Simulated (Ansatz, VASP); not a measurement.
# One calculation of GaAs, two programs

File INCAR:

```
PREC = Accurate ; ENCUT = 520
EDIFF = 1E-8 ; ISMEAR = -1
SIGMA = 0.05 ; LREAL = False
LASPH = True ; NELM = 100
ALGO = Normal ; ISIF = 2
LWAVE = False ; LCHARG = False
GGA = CA ; LEFG = True
NBANDS = 16
```

Contents of KPOINTS:

```
Automatic mesh
0
Gamma
  11 11 11
```

File POSCAR:

```
GaAs
1.0
    0.0000000000      2.8078772807      2.8078772807
    2.8078772807      0.0000000000      2.8078772807
    2.8078772807      2.8078772807      0.0000000000
Ga As
1 1
Direct
    0.0000000000      0.0000000000      0.0000000000
    0.7500000000      0.7500000000      0.7500000000
```

Input for Ansatz:

```yaml
crystal:
  lattice:
    - [0.0, 2.8078772807, 2.8078772807]
    - [2.8078772807, 0.0, 2.8078772807]
    - [2.8078772807, 2.8078772807, 0.0]
  atoms:
    - { symbol: Ga, position: [0.0, 0.0, 0.0] }
    - { symbol: As, position: [0.75, 0.75, 0.75] }
kpoints:
  mp_grid: { grid: [11, 11, 11] }
scf:
  occupations: { method: fermi_dirac, width: 0.05 }
hamiltonian:
  xc: lda
  pseudopotentials: { kind: all_electron, datasets: crystal }
output:
  forces: true
  stress: true
  eigenvalues: true
  efg: { contact_densities: true }
```

Change from the starting cell: volume scaled by 0.98, crystal datasets.

Alike in both runs: task electric field gradients; functional LDA; k mesh 11 × 11 × 11; occupations fermi-dirac, width 0.05 eV; no spin polarisation.

|  | VASP | Ansatz |
| --- | --- | --- |
| version | VASP 6.6.1 | Ansatz 0.2.0 |
| potentials or method | VASP PAW LDA potentials, release 64 (Ga_d, As), cutoff 520 eV | all-electron PAW with datasets made for the crystal, scalar-relativistic |

Ansatz gave:

* pressure (GPa): -0.5

What did VASP give for the same quantities?

Pressure (GPa): -0.2.

LDA's correlation is that of Perdew and Zunger in VASP and of Perdew and Wang (1992) in Ansatz. Ansatz ran all-electron here, and VASP with PAW potentials.
